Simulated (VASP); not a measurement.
# AlN (P1) in VASP: notebook

AlN is run at these levels: PBE; tasks: single point.

Program: VASP 6.6.1. These are calculated values, not measurements. Logs are shortened: lines on timing, memory, paths and dates and some standing lists are left out, and cuts for length are marked.

## (1) The cell of the first run

The typed cell holds 12 atoms: a = 3.089 Å, b = 3.089 Å, c = 15.134 Å, α = 89.42°, β = 88.83°, γ = 60.00°.

## (2) Single point, PBE

The input, INCAR:

```
SYSTEM = AlN
ALGO = Normal
EDIFF = 1E-6
ENCUT = 520
GGA = PE
ISIF = 2
ISMEAR = 0
LASPH = .TRUE.
LCHARG = .TRUE.
LELF = .TRUE.
LREAL = .FALSE.
LVHAR = .TRUE.
LWAVE = .FALSE.
NBANDS = 36
NELM = 80
PREC = Accurate
SIGMA = 0.05
```

The input, KPOINTS:

```
k-points
0
G
  8 8 2
  0 0 0
```

The input, POSCAR:

```
AlN
1.0
    2.1839935596     -2.1839935596      0.0000000000
    2.1839935596      0.0000000000     -2.1839935596
    8.9543735944      8.5175748824      8.7359742384
Al N
6 6
Direct
    0.6604200000      0.6666666667      0.0624666667
   -0.0895800000      0.0000000000      0.8958000000
    0.3104200000      0.3333333333      0.2291333333
    0.6104200000      0.6666666667      0.5624666667
   -0.0395800000      0.0000000000      0.3958000000
    0.2604200000      0.3333333333      0.7291333333
    0.6229200000      0.6666666667      0.4374666667
    0.9729200000      1.0000000000      0.2708000000
    0.2729200000      0.3333333333      0.6041333333
    0.5729200000      0.6666666667      0.9374666667
   -0.0770800000      0.0000000000      0.7708000000
    0.3229200000      0.3333333333      0.1041333333
```

Potentials or basis: VASP PAW PBE potentials, release 64 (Al, N).

On the command line:

```sh
$ cat potpaw_PBE.64/Al/POTCAR potpaw_PBE.64/N/POTCAR > POTCAR
$ mpirun -np 1 vasp_std > vasp.out
```

OUTCAR:

```text
SYSTEM = AlN
   EDIFF = 1E-6
   ENCUT = 520
   GGA = PE
   ISIF = 2
   ISMEAR = 0
   LASPH = .TRUE.
   LREAL = .FALSE.
   NELM = 80
   PREC = Accurate

 ion  position               nearest neighbor table
   1  0.660  0.667  0.062-  12 1.89  12 1.89  12 1.89  10 1.92   2 2.95   3 3.09   3 3.09   3 3.09
                             2 3.10   2 3.25
   2  0.910  0.000  0.896-  11 1.89  10 1.89  10 1.89  10 1.89   1 2.95   6 3.09   6 3.09   6 3.09
                             1 3.10   1 3.25
   3  0.310  0.333  0.229-  12 1.89   8 1.89   8 1.89   8 1.89   1 3.09   1 3.09   1 3.09   5 3.09
                             5 3.09   5 3.09
   4  0.610  0.667  0.562-   9 1.89   9 1.89   9 1.89   7 1.89   6 3.09   6 3.09   6 3.09   5 3.09
                             5 3.09   5 3.09
   5  0.960  0.000  0.396-   8 1.89   7 1.89   7 1.89   7 1.89   4 3.09   3 3.09   4 3.09   3 3.09
                             4 3.09   3 3.09
   6  0.260  0.333  0.729-   9 1.89  11 1.89  11 1.89  11 1.89   4 3.09   4 3.09   4 3.09   2 3.09
                             2 3.09   2 3.09
   7  0.623  0.667  0.437-   4 1.89   5 1.89   5 1.89   5 1.89
   8  0.973  0.000  0.271-   5 1.89   3 1.89   3 1.89   3 1.89
   9  0.273  0.333  0.604-   4 1.89   4 1.89   4 1.89   6 1.89
  10  0.573  0.667  0.937-   2 1.89   2 1.89   2 1.89   1 1.92
  11  0.923  0.000  0.771-   2 1.89   6 1.89   6 1.89   6 1.89
  12  0.323  0.333  0.104-   1 1.89   1 1.89   1 1.89   3 1.89

  LATTYP: Found a base centered monoclinic cell.
 ALAT       =     3.0886333121
 B/A-ratio  =     1.7320508076
 C/A-ratio  =     4.9000000000
 COS(beta)  =    -0.0204081633

  Lattice vectors:

 A1 = (   0.0000000000,   2.1839935596,  -2.1839935596)
 A2 = (  -2.1839935596,   0.0000000000,   2.1839935596)
 A3 = (   8.9543735944,   8.5175748824,   8.7359742384)

Analysis of symmetry for initial positions (statically):
=====================================================================
 Subroutine PRICEL returns:
 Original cell was already a primitive cell.

 Routine SETGRP: Setting up the symmetry group for a
 base centered monoclinic supercell.

 Subroutine GETGRP returns: Found  1 space group operations
 (whereof  1 operations were pure point group operations)
 out of a pool of  4 trial point group operations.

The static configuration has the point symmetry C_1 .

Analysis of symmetry for dynamics (positions and initial velocities):
=====================================================================
 Subroutine PRICEL returns:
[... 135 lines left out ...]
   ISIF   =      2    stress and relaxation
   ISYM   =      2    0-nonsym 1-usesym 2-fastsym
   POTIM  = 0.5000    time-step for ionic-motion
   TEBEG  =    0.0;   TEEND  =   0.0 temperature during run
   PSTRESS=    0.0 pullay stress
   NELECT =      48.0000    total number of electrons
   NUPDOWN=      -1.0000    fix difference up-down
   EMIN   =  10.00;   EMAX   =-10.00  energy-range for DOS
   EFERMI =   0.00;   METHOD = LEGACY
   ISMEAR =     0;   SIGMA  =   0.05  broadening in eV -4-tet -1-fermi 0-gaus
   EFERMI_NEDOS =   21; number of points for ismear=-14 and -15
   IALGO  =     38    algorithm
   IMIX   =      4    mixing-type and parameters
     AMIX     =   0.40;   BMIX     =  1.00
     AMIX_MAG =   1.60;   BMIX_MAG =  1.00
  volume/ion in A,a.u.               =      10.42        70.30
  Fermi-wavevector in a.u.,A,eV,Ry     =   1.189899  2.248583 19.263943  1.415860
  Thomas-Fermi vector in A             =   2.325996
   LORBIT       =      0    0 simple, 1 ext, 2 COOP (PROOUT), +10 PAW based schemes
   GGA     = PE    functional components
   LHFCALC =     F    Hartree Fock is set to
   AEXX    =    0.0000 exact exchange contribution
   IVDW    =     0    specifies the selected vdW correction
   LEPSILON=     F    determine dielectric tensor
   LRPA    =     F    only Hartree local field effects (RPA)
 non-spin polarized calculation
 Gauss-broadening in eV      SIGMA  =   0.05
  energy-cutoff  :      520.00
  volume of cell :      125.01
 maximum number of plane-waves:      3390
   NGX = 11   NGY = 11   NGZ = 57

 number of electron      48.0000004 magnetization

 Free energy of the ion-electron system (eV)
  ---------------------------------------------------
  ext. energy  EPLUGINS =         0.00000000
  ---------------------------------------------------
  free energy    TOTEN  =       -88.94244822 eV

  energy without entropy =      -88.94244822  energy(sigma->0) =      -88.94244822

 E-fermi :   6.3369     XC(G=0): -10.9361

 val. band max:        6.0906829942   @ k =   0.0000   0.0000   0.0000
 cond. band min:       9.2544822798   @ k =   0.5000   0.0000   0.0000
 fundamental gap:      3.1637992856
 Fermi energy:         6.3368513621

 k-point     1 :       0.0000    0.0000    0.0000
  band No.  band energies     occupation
      1      -9.0068      2.00000
      2      -8.6127      2.00000
      3      -8.6042      2.00000
      4      -7.6260      2.00000
      5      -7.6161      2.00000
      6      -6.9547      2.00000
[... 925 lines left out ...]
     35      16.3761      0.00000
     36      16.5398      0.00000

 [... further k-points ...]
[... 5 lines left out ...]
  --------------------------------------------------------------------------------------
  -------------------------------------------------------------------------------------
  Total        2.4152029      4.1232565      3.8277757      0.0420557      1.0037603     -0.9069978
  in kB       30.9548636     52.8464267     49.0593459      0.5390141     12.8648667    -11.6246929
  external PRESSURE =      44.2868787 kB  Pullay stress =       0.0000000 kB

 VOLUME and BASIS-vectors are now :
 -----------------------------------------------------------------------------
  energy-cutoff  :      520.00
  volume of cell :      125.01
      direct lattice vectors                 reciprocal lattice vectors
     2.183993560 -2.183993560  0.000000000     0.148809963 -0.309066845  0.148809963
     2.183993560  0.000000000 -2.183993560     0.152625603  0.152625603 -0.305251205
     8.954373594  8.517574882  8.735974238     0.038156401  0.038156401  0.038156401

 POSITION                                       TOTAL-FORCE (eV/Angst)
 -----------------------------------------------------------------------------------
      3.45770     -0.91029     -0.91029        -0.465077      0.282123     -0.054078
     10.00968      5.64169      7.82569         0.017702     -0.082747     -0.086393
      3.45770      1.27371      1.27371        -0.004682      0.017369      0.015030
      7.82569      3.45770      3.45770         0.004177      0.004557      0.004346
      5.64169      1.27371      3.45770         0.003104      0.005691      0.004499
      7.82569      5.64169      5.64169         0.001596      0.007659      0.005146
      6.73369      2.36570      2.36570        -0.004715     -0.004107     -0.004262
      4.54970      0.18171      2.36570        -0.011125      0.002847     -0.003741
      6.73369      4.54970      4.54970        -0.002568     -0.006181     -0.004474
     11.10168      6.73369      6.73369         0.508005     -0.261649      0.056402
      8.91768      4.54970      6.73369         0.015274     -0.027706     -0.005189
      2.36570      0.18171      0.18171        -0.061690      0.062143      0.072715
 -----------------------------------------------------------------------------------
    total drift:                                0.000018     -0.000014      0.000014

  FREE ENERGIE OF THE ION-ELECTRON SYSTEM (eV)
  ---------------------------------------------------
  free  energy   TOTEN  =       -88.9424482157 eV

  energy  without entropy=      -88.9424482157  energy(sigma->0) =      -88.94244822
```

OSZICAR:

```text
N       E                     dE             d eps       ncg     rms          rms(c)
DAV:   1     0.182665802886E+03    0.18267E+03   -0.22288E+04  4896   0.120E+03
DAV:   2    -0.864585695101E+02   -0.26912E+03   -0.25290E+03  6480   0.245E+02
DAV:   3    -0.103031824851E+03   -0.16573E+02   -0.16466E+02  6220   0.636E+01
DAV:   4    -0.103205804973E+03   -0.17398E+00   -0.17380E+00  6132   0.735E+00
DAV:   5    -0.103208354224E+03   -0.25493E-02   -0.25485E-02  6112   0.894E-01    0.211E+01
DAV:   6    -0.889394051677E+02    0.14269E+02   -0.51983E+01  5908   0.316E+01    0.733E+00
DAV:   7    -0.889859474304E+02   -0.46542E-01   -0.18288E+00  5484   0.616E+00    0.513E+00
DAV:   8    -0.889489987270E+02    0.36949E-01   -0.16638E-01  5632   0.251E+00    0.747E-01
DAV:   9    -0.889410659852E+02    0.79327E-02   -0.35538E-02  6280   0.832E-01    0.361E-01
DAV:  10    -0.889427424193E+02   -0.16764E-02   -0.75928E-03  5992   0.381E-01    0.210E-01
DAV:  11    -0.889424439547E+02    0.29846E-03   -0.10882E-03  5984   0.149E-01    0.438E-02
DAV:  12    -0.889424484999E+02   -0.45452E-05   -0.28193E-05  5712   0.305E-02    0.174E-02
DAV:  13    -0.889424482157E+02    0.28422E-06   -0.64571E-06  6280   0.124E-02
   1 F= -.88942448E+02 E0= -.88942448E+02  d E =-.654766E-14
```

stdout:

```text
POSCAR found type information on POSCAR AlN
 POSCAR found :  2 types and      12 ions
 scaLAPACK will be used
 LDA part: xc-table for (Slater+PW92), standard interpolation
 POSCAR, INCAR and KPOINTS ok, starting setup
 FFT: planning ... GRIDC
 FFT: planning ... GRID_SOFT
 FFT: planning ... GRID
 WAVECAR not read
 entering main loop
```

Run time: 3.9 min. Hardware: 1 thread of Intel Xeon Platinum 8488C (Sapphire Rapids), shared host; peak memory 0.37 GiB.

What came out:

- Free energy: -88.9424 eV
- Pressure: 4.4 GPa
- Largest force: 0.574 eV/Å
- Band gap on the k mesh: 3.16 eV, indirect (least direct gap 3.62 eV)

Forces on the atoms (eV/Å):
```
Al  -0.465  0.282 -0.054
Al   0.018 -0.083 -0.086
Al  -0.005  0.017  0.015
Al   0.004  0.005  0.004
Al   0.003  0.006  0.004
Al   0.002  0.008  0.005
N   -0.005 -0.004 -0.004
N   -0.011  0.003 -0.004
N   -0.003 -0.006 -0.004
N    0.508 -0.262  0.056
N    0.015 -0.028 -0.005
N   -0.062  0.062  0.073
```

A k mesh can miss the band edges.

## (3) Single point, PBE

The input, INCAR:

```
PREC     = Accurate       # precision mode
ENCUT    = 520            # plane-wave cutoff, eV
EDIFF    = 1E-7           # SCF threshold, eV
ISMEAR   = 0              # smearing method
SIGMA    = 0.05           # smearing width, eV
LREAL    = False          # projectors in reciprocal space
LASPH    = True           # aspherical terms in the spheres
NELM     = 100            # most SCF steps
ALGO     = Normal         # electronic algorithm
ISIF     = 2              # what is computed and relaxed
LWAVE    = False          # write WAVECAR
LCHARG   = False          # write CHGCAR
GGA      = PE             # functional
NBANDS   = 36             # bands
```

The input, KPOINTS:

```
Automatic mesh
0
Gamma
  8 8 2
```

The input, POSCAR:

```
AlN
1.0
    2.1839935596     -2.1839935596      0.0000000000
    2.1839935596      0.0000000000     -2.1839935596
    9.3911723063      8.0807761705      8.7359742384
Al N
6 6
Direct
    0.6479266667      0.6666666667      0.0624666667
   -0.2687400000      0.0000000000      0.8958000000
    0.2645933333      0.3333333333      0.2291333333
    0.4979266667      0.6666666667      0.5624666667
   -0.1187400000      0.0000000000      0.3958000000
    0.1145933333      0.3333333333      0.7291333333
    0.5354266667      0.6666666667      0.4374666667
    0.9187600000      1.0000000000      0.2708000000
    0.1520933333      0.3333333333      0.6041333333
    0.3854266667      0.6666666667      0.9374666667
   -0.2312400000      0.0000000000      0.7708000000
    0.3020933333      0.3333333333      0.1041333333
```

Potentials or basis: VASP PAW PBE potentials, release 64 (Al, N).

On the command line:

```sh
$ cat potpaw_PBE.64/Al/POTCAR potpaw_PBE.64/N/POTCAR > POTCAR
$ mpirun -np 1 vasp_std > vasp.out
```

Run time: 4.6 min. Hardware: 1 thread of Intel Xeon Platinum 8488C (Sapphire Rapids), shared host; peak memory 0.36 GiB.

It converged, with:

```
Free energy            : -88.2499 eV
Pressure               : 3.7 GPa
Largest force          : 1.401 eV/Å
Band gap on the k mesh : 2.92 eV, indirect (least direct gap 3.20 eV)
```

Forces in eV/Å, atoms in the order of the input:
```
Al  -1.133  0.452 -0.107
Al  -0.129 -0.279 -0.562
Al   0.021  0.061  0.108
Al   0.025  0.026  0.026
Al   0.023  0.028  0.026
Al   0.022  0.034  0.033
N   -0.026 -0.025 -0.024
N   -0.036 -0.010 -0.022
N   -0.022 -0.029 -0.026
N    1.368 -0.301  0.042
N    0.003 -0.085 -0.030
N   -0.116  0.127  0.537
```

Stress tensor (GPa, compression positive):
```
-0.46  1.12 -1.51
 1.12  4.32  3.23
-1.51  3.23  7.28
```

Levels at points of the mesh, in eV from the valence-band top:
```
           k point  band 21  band 22  band 23  band 24  band 25  band 26  band 27  band 28
(0.00, 0.00, 0.00)    -0.39    -0.34    -0.29     0.00     3.66     4.99     5.29     6.49
(0.50, 0.00, 0.00)    -1.24    -1.16    -0.86    -0.28     2.92     4.22     4.27     6.35
(0.50, 0.50, 0.00)    -1.18    -1.12    -0.92    -0.79     3.13     4.20     4.51     6.05
(0.00, 0.50, 0.00)    -1.38    -1.10    -0.90    -0.45     3.00     4.25     4.44     5.74
(0.00, 0.00, 0.50)    -0.42    -0.35    -0.30    -0.18     3.99     4.37     5.87     6.10
(0.50, 0.00, 0.50)    -1.12    -1.06    -0.89    -0.36     3.25     3.36     5.32     5.48
(0.50, 0.50, 0.50)    -1.36    -1.06    -0.90    -0.85     3.39     3.62     5.18     5.60
(0.00, 0.50, 0.50)    -1.20    -1.14    -0.88    -0.58     3.40     3.42     5.15     5.67
```

Caveat: forces of over 1 eV/Å act on the atoms, so gaps and moduli don't describe the material at rest.

## (4) Single point, PBE

The input, INCAR:

```
SYSTEM = AlN
ALGO     = Normal         ! electronic algorithm
EDIFF    = 1E-7           ! SCF threshold, eV
ENCUT    = 520            ! plane-wave cutoff, eV
GGA      = PE             ! functional
ISIF     = 2              ! what is computed and relaxed
ISMEAR   = 0              ! smearing method
LASPH    = .TRUE.         ! aspherical terms in the spheres
LCHARG   = .FALSE.        ! write CHGCAR
LREAL    = .FALSE.        ! projectors in reciprocal space
LWAVE    = .FALSE.        ! write WAVECAR
NBANDS   = 36             ! bands
NELM     = 60             ! most SCF steps
PREC     = Accurate       ! precision mode
SIGMA    = 0.05           ! smearing width, eV
```

The input, KPOINTS:

```
k-points
0
G
  8 8 2
  0 0 0
```

The input, POSCAR:

```
AlN
1.0
    2.1839935596     -2.1839935596      0.0000000000
    2.1839935596      0.0000000000     -2.1839935596
    9.1727729503      8.2991755265      8.7359742384
Al N
6 6
Direct
    0.6541733333      0.6666666667      0.0624666667
   -0.1791600000      0.0000000000      0.8958000000
    0.2875066667      0.3333333333      0.2291333333
    0.5541733333      0.6666666667      0.5624666667
   -0.0791600000      0.0000000000      0.3958000000
    0.1875066667      0.3333333333      0.7291333333
    0.5791733333      0.6666666667      0.4374666667
    0.9458400000      1.0000000000      0.2708000000
    0.2125066667      0.3333333333      0.6041333333
    0.4791733333      0.6666666667      0.9374666667
   -0.1541600000      0.0000000000      0.7708000000
    0.3125066667      0.3333333333      0.1041333333
```

Potentials or basis: VASP PAW PBE potentials, release 64 (Al, N).

On the command line:

```sh
$ cat potpaw_PBE.64/Al/POTCAR potpaw_PBE.64/N/POTCAR > POTCAR
$ mpirun -np 1 vasp_std > vasp.out
```

OUTCAR:

```text
SYSTEM = AlN
   EDIFF = 1E-7
   ENCUT = 520
   GGA = PE
   ISIF = 2
   ISMEAR = 0
   LASPH = .TRUE.
   LREAL = .FALSE.
   NELM = 60
   PREC = Accurate

 ion  position               nearest neighbor table
   1  0.654  0.667  0.062-  12 1.89  12 1.89  12 1.89  10 1.99   2 2.83   3 3.09   3 3.09   3 3.09
                             2 3.15
   2  0.821  0.000  0.896-  11 1.89  10 1.89  10 1.89  10 1.89   1 2.83   6 3.09   6 3.09   6 3.09
                             1 3.15
   3  0.288  0.333  0.229-  12 1.89   8 1.89   8 1.89   8 1.89   1 3.09   1 3.09   1 3.09   5 3.09
                             5 3.09   5 3.09
   4  0.554  0.667  0.562-   9 1.89   9 1.89   9 1.89   7 1.89   6 3.09   6 3.09   6 3.09   5 3.09
                             5 3.09   5 3.09
   5  0.921  0.000  0.396-   8 1.89   7 1.89   7 1.89   7 1.89   4 3.09   3 3.09   4 3.09   3 3.09
                             4 3.09   3 3.09
   6  0.188  0.333  0.729-   9 1.89  11 1.89  11 1.89  11 1.89   4 3.09   4 3.09   4 3.09   2 3.09
                             2 3.09   2 3.09
   7  0.579  0.667  0.437-   4 1.89   5 1.89   5 1.89   5 1.89
   8  0.946  0.000  0.271-   5 1.89   3 1.89   3 1.89   3 1.89
   9  0.213  0.333  0.604-   4 1.89   4 1.89   4 1.89   6 1.89
  10  0.479  0.667  0.937-   2 1.89   2 1.89   2 1.89   1 1.99
  11  0.846  0.000  0.771-   2 1.89   6 1.89   6 1.89   6 1.89
[... 1149 lines left out ...]
     36      16.5231      0.00000

 [... further k-points ...]
[... 5 lines left out ...]
  --------------------------------------------------------------------------------------
  -------------------------------------------------------------------------------------
  Total        0.8770920      4.0973919      4.5942278      0.3026880      1.9471661     -1.4232251
  in kB       11.2414003     52.5149285     58.8827118      3.8794523     24.9561891    -18.2410091
  external PRESSURE =      40.8796802 kB  Pullay stress =       0.0000000 kB

 VOLUME and BASIS-vectors are now :
 -----------------------------------------------------------------------------
  energy-cutoff  :      520.00
  volume of cell :      125.01
      direct lattice vectors                 reciprocal lattice vectors
     2.183993560 -2.183993560  0.000000000     0.144994323 -0.312882486  0.144994323
     2.183993560  0.000000000 -2.183993560     0.152625603  0.152625603 -0.305251205
     9.172772950  8.299175526  8.735974238     0.038156401  0.038156401  0.038156401

 POSITION                                       TOTAL-FORCE (eV/Angst)
 -----------------------------------------------------------------------------------
      3.45770     -0.91029     -0.91029        -0.953188      0.436922     -0.128228
     10.00968      5.64169      7.82569        -0.034460     -0.193399     -0.306930
      3.45770      1.27371      1.27371         0.003698      0.041395      0.055521
      7.82569      3.45770      3.45770         0.014724      0.015417      0.015111
      5.64169      1.27371      3.45770         0.012736      0.017244      0.015339
      7.82569      5.64169      5.64169         0.010696      0.021479      0.018336
      6.73369      2.36570      2.36570        -0.015525     -0.014547     -0.014396
      4.54970      0.18171      2.36570        -0.025689     -0.002009     -0.012660
      6.73369      4.54970      4.54970        -0.011772     -0.018083     -0.015342
     11.10168      6.73369      6.73369         1.089621     -0.354405      0.119154
      8.91768      4.54970      6.73369         0.016185     -0.060649     -0.017755
      2.36570      0.18171      0.18171        -0.107026      0.110637      0.271850
 -----------------------------------------------------------------------------------
    total drift:                                0.000379     -0.000489     -0.000385

  FREE ENERGIE OF THE ION-ELECTRON SYSTEM (eV)
  ---------------------------------------------------
  free  energy   TOTEN  =       -88.6544373055 eV

  energy  without entropy=      -88.6544373055  energy(sigma->0) =      -88.65443731
```

It took 2.2 min on 1 thread of Intel Xeon 6975P-C (Granite Rapids), shared host; peak memory 0.37 GiB.

Results:

* Free energy: -88.6544 eV
* Pressure: 4.1 GPa
* Largest force: 1.152 eV/Å
* Band gap on the k mesh: 3.00 eV, indirect (least direct gap 3.39 eV)

Forces on the atoms (eV/Å):
```
Al  -0.953  0.437 -0.128
Al  -0.034 -0.193 -0.307
Al   0.004  0.041  0.056
Al   0.015  0.015  0.015
Al   0.013  0.017  0.015
Al   0.011  0.021  0.018
N   -0.016 -0.015 -0.014
N   -0.026 -0.002 -0.013
N   -0.012 -0.018 -0.015
N    1.090 -0.354  0.119
N    0.016 -0.061 -0.018
N   -0.107  0.111  0.272
```

Caveat: forces of over 1 eV/Å act on the atoms, so gaps and moduli don't describe the material at rest.

[end of part 1 of 2]
